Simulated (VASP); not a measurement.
# Ga (C2/c) in VASP: a series of runs, part 2 of 2

VASP 6.6.1. Earlier steps stand in the parts before.

### Step 4. Relaxation of cell and atoms, RPBE

File INCAR:

```
PREC = Accurate ; ENCUT = 600
EDIFF = 1E-7 ; ISMEAR = -1
SIGMA = 0.05 ; LREAL = F
LASPH = T ; NELM = 100
ALGO = Fast ; ISIF = 3
LWAVE = F ; LCHARG = F
GGA = RP ; IBRION = 2
NSW = 60 ; EDIFFG = -0.01
```

File KPOINTS:

```
regular mesh
0
Gamma
  10 10 8
```

File POSCAR:

```
Ga
1.0
    1.3830000000     -4.0265000000      0.0000000000
    1.3830000000      4.0265000000      0.0000000000
   -0.1174474948      0.0000000000      3.3299294416
Ga
2
Direct
    0.1310000000      0.8690000000      0.7500000000
    0.8690000000      0.1310000000      0.2500000000
```

On the command line:

```console
> cat potpaw_PBE.64/Ga_d/POTCAR > POTCAR
> mpirun -np 1 vasp_std > vasp.out
```

Run time: 18 min. Hardware: 1 thread of Intel Xeon 6975P-C (Granite Rapids), shared host; peak memory 0.32 GiB.

The run converged. Its results:

| Quantity | Value |
| --- | --- |
| Free energy | -5.0859 eV |
| Relaxed volume | 19.96 Å³/atom |
| Relaxed cell | a = 4.412 Å, b = 4.412 Å, c = 3.261 Å, α = 90.04°, β = 90.04°, γ = 141.05° |
| Space group after relaxing (to 0.1 Å) | Cmcm (No. 63) |
| Energy gained by relaxing | 25.5 meV/atom |
| Ionic steps | 18 |
| Pressure after relaxing | 0.0 GPa |
| Band gap on the k mesh | zero (bands 13 and 14 overlap by 8.52 eV) |

Forces in eV/Å, atoms in the order of the input:
```
Ga   0.000  0.002  0.000
Ga   0.000 -0.002  0.000
```

The path:
```csv
step,energy change (eV),largest force (eV/Å),pressure (GPa),volume (Å³)
1,0.0000,0.2118,3.81,37.09
2,-0.0351,0.1141,0.22,39.50
3,-0.0361,0.1004,-0.06,39.92
4,-0.0347,0.0766,-0.87,40.78
5,-0.0362,0.0963,-0.36,40.15
6,-0.0362,0.0979,-0.30,40.08
7,-0.0392,0.0674,-0.22,40.00
8,-0.0463,0.0193,0.02,39.75
9,-0.0370,0.2275,1.05,39.18
10,-0.0488,0.0675,0.28,39.61
11,-0.0490,0.0985,0.37,39.54
12,-0.0492,0.0619,0.14,39.88
13,-0.0498,0.0798,0.23,39.72
14,-0.0508,0.0306,-0.16,39.98
15,-0.0509,0.0262,-0.04,40.00
16,-0.0509,0.0172,-0.17,40.05
17,-0.0510,0.0032,0.05,39.90
18,-0.0510,0.0023,-0.03,39.91
```

Final structure:
```yaml
crystal:
  lattice:
    - [1.47082, -4.15991, 0.02577]
    - [1.47082, 4.15991, 0.02577]
    - [-0.06340, 0.00000, 3.26066]
  atoms:
    - { symbol: Ga, position: [0.13553, 0.86447, 0.75000] }
    - { symbol: Ga, position: [0.86447, 0.13553, 0.25000] }
```

Levels at points of the mesh, in eV from the Fermi level:
```tsv
k point	band 10	band 11	band 12	band 13	band 14	band 15	band 16	band 17
(0.00, 0.00, 0.00)	-14.62	-10.67	-1.97	-1.67	2.72	6.25	7.66	8.83
(0.50, 0.00, 0.00)	-14.67	-6.29	-5.08	-1.52	-0.28	6.29	6.46	8.39
(0.50, 0.50, 0.00)	-14.67	-8.86	-7.99	4.70	5.69	5.88	6.55	6.65
(0.00, 0.00, 0.50)	-14.68	-7.08	-7.08	1.78	1.78	2.48	2.48	10.07
(0.50, 0.00, 0.50)	-14.66	-2.87	-2.86	-1.50	-1.50	1.94	1.97	4.15
(0.50, 0.50, 0.50)	-14.73	-5.51	-5.51	-3.82	-3.82	9.39	9.39	10.98
```

Caveat: the PAW data sets were made with another functional, which shifts forces and pressure a little. RPBE and its kin give volumes clearly too large for solids.

### Step 5. Relaxation of cell and atoms, RPBE+D3(BJ)

File INCAR:

```
PREC = Accurate ; ENCUT = 600
EDIFF = 1E-6 ; ISMEAR = -1
SIGMA = 0.05 ; LREAL = False
LASPH = True ; NELM = 100
ALGO = Fast ; ISIF = 3
LWAVE = False ; LCHARG = False
GGA = RP ; IVDW = 12
IBRION = 2 ; NSW = 60
EDIFFG = -0.01
```

File KPOINTS:

```
Automatic mesh
0
Gamma
  10 10 8
```

POSCAR is that of step 4.

On the command line:

```console
> cat potpaw_PBE.64/Ga_d/POTCAR > POTCAR
> mpirun -np 1 vasp_std > vasp.out
```

Wall time 36 min (1 thread of Intel Xeon Platinum 8259CL at 2.50GHz (Skylake/Cascade Lake), shared host); peak memory 0.32 GiB.

The run converged. Its results:

```
Free energy                           : -8.8530 eV
Relaxed volume                        : 15.01 Å³/atom
Relaxed cell                          : a = 4.132 Å, b = 4.132 Å, c = 2.923 Å, α = 89.98°, β = 89.98°, γ = 143.02°
Space group after relaxing (to 0.1 Å) : Cmcm (No. 63)
Energy gained by relaxing             : 205.7 meV/atom
Ionic steps                           : 20
Pressure after relaxing               : 0.0 GPa
Largest force after relaxing          : 0.007 eV/Å
Band gap on the k mesh                : zero (bands 13 and 14 overlap by 11.29 eV)
Dispersion energy per atom            : -2.174 eV
```

Forces in eV/Å, atoms in the order of the input:
```
Ga   0.000 -0.007  0.000
Ga   0.000  0.007  0.000
```

Stress tensor (GPa, compression positive):
```
 0.03  0.00 -0.04
 0.00 -0.07  0.00
-0.04  0.00  0.07
```

Step by step:
```tsv
step	energy change (eV)	largest force (eV/Å)	pressure (GPa)	volume (Å³)
1	0.0000	0.3052	-13.78	37.09
2	-0.3675	0.0514	3.97	29.16
3	-0.3780	0.1051	0.60	30.06
4	-0.3779	0.1118	0.04	30.19
5	-0.3941	0.0247	-0.07	30.16
6	-0.3948	0.2011	0.47	30.00
7	-0.4067	0.0622	-0.11	30.11
8	-0.4074	0.0968	0.17	30.08
9	-0.4075	0.0822	0.18	30.09
10	-0.4099	0.0562	-0.30	30.18
11	-0.4101	0.0437	-0.57	30.22
12	-0.4110	0.0254	0.44	29.93
13	-0.4111	0.0021	0.08	30.00
14	-0.4111	0.0109	0.19	29.99
15	-0.4113	0.0196	-0.02	30.05
16	-0.4113	0.0244	-0.19	30.07
17	-0.4113	0.0084	0.21	29.99
18	-0.4114	0.0106	0.16	30.02
19	-0.4114	0.0135	0.05	30.03
20	-0.4114	0.0067	0.01	30.03
```

Final structure:
```yaml
crystal:
  lattice:
    - [1.31036, -3.91887, 0.02523]
    - [1.31036, 3.91887, 0.02523]
    - [-0.05314, 0.00000, 2.92273]
  atoms:
    - { symbol: Ga, position: [0.13325, 0.86675, 0.75000] }
    - { symbol: Ga, position: [0.86675, 0.13325, 0.25000] }
```

Levels at points of the mesh, in eV from the Fermi level:
```
           k point  band 11  band 12  band 13  band 14  band 15  band 16
(0.00, 0.00, 0.00)   -13.22    -3.67    -2.07     3.43     7.44    10.07
(0.50, 0.00, 0.00)    -7.06    -6.50    -2.59    -0.46     7.05     8.64
(0.50, 0.50, 0.00)   -11.06   -10.20     5.86     6.87     7.78     8.16
(0.00, 0.00, 0.50)    -8.56    -8.56     1.33     1.33     2.24     2.24
(0.50, 0.00, 0.50)    -3.10    -3.09    -1.54    -1.52     1.88     1.91
(0.50, 0.50, 0.50)    -6.35    -6.35    -5.43    -5.43    12.30    12.30
```

Caveat: the volume moved by over 15 % at a fixed basis, so the end points are rough; the dispersion term is far too large for a dense solid, which distorts pressure and volume; the PAW data sets were made with another functional, which shifts forces and pressure a little.

### Step 6. The runs side by side

```tsv
level	gap on the mesh (eV)	pressure (GPa)	relaxed volume (Å³/atom)	largest force (eV/Å)
PBE	none	0.0	19.19	-
PBEsol	none	0.0	17.96	0.01
RPBE	none	0.0	19.96	-
RPBE+D3(BJ)	none	0.0	15.01	0.01
```

Alike in all rows: task relaxation of cell and atoms; potentials or basis VASP PAW PBE potentials, release 64 (Ga_d); no spin polarisation; cell relaxed; k mesh 10 × 10 × 8; cutoff (eV) 600; smearing fermi-dirac 0.05 eV.

Caveats: the PAW data sets were made with another functional, which shifts forces and pressure a little (at least some runs); the volume moved by over 15 % at a fixed basis, so the end points are rough (at least some runs); the dispersion term is far too large for a dense solid, which distorts pressure and volume (at least some runs).

Absolute energies hang on the potentials; compare differences alone.
